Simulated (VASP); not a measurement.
A run of VASP 6.6.1 is set up as follows.

File INCAR:

```
SYSTEM = NaF
ALGO = Normal ; EDIFF = 1E-6
ENCUT = 520 ; ISIF = 2
ISMEAR = 0 ; LASPH = .True.
LCHARG = .True. ; LELF = .True.
LREAL = .False. ; LVHAR = .True.
LWAVE = .False. ; NBANDS = 14
NELM = 80 ; PREC = Accurate
SIGMA = 0.01
```

File KPOINTS:

```
k-points
0
Gamma
  10 10 10
  0 0 0
```

File POSCAR:

```
NaF
1.0
   -0.0112589061      2.2461517672      2.2461517672
    2.2461517672     -0.0112589061      2.2461517672
    2.2461517672      2.2461517672     -0.0112589061
Na F
1 1
Direct
    0.0000000000      0.0000000000      0.0000000000
    0.5000000000      0.5000000000      0.5000000000
```

Potentials or basis: VASP PAW LDA potentials, release 64 (Na_pv, F).

Run with:

```console
$ cat potpaw_LDA.64/Na_pv/POTCAR potpaw_LDA.64/F/POTCAR > POTCAR
$ mpirun -np 1 vasp_std > vasp.out
```

Question: Estimate the band gap on the k mesh.

Answer: 6.42 eV, direct.

Question: Predict the pressure.

Answer: -0.1 GPa.

Stress tensor (GPa, compression positive):
```
-0.06  0.14  0.14
 0.14 -0.06  0.14
 0.14  0.14 -0.06
```

Caveat: the cell differs from its parent crystal (equal xy, yz and zx engineering shears of -0.5 %). A k mesh can miss the band edges.
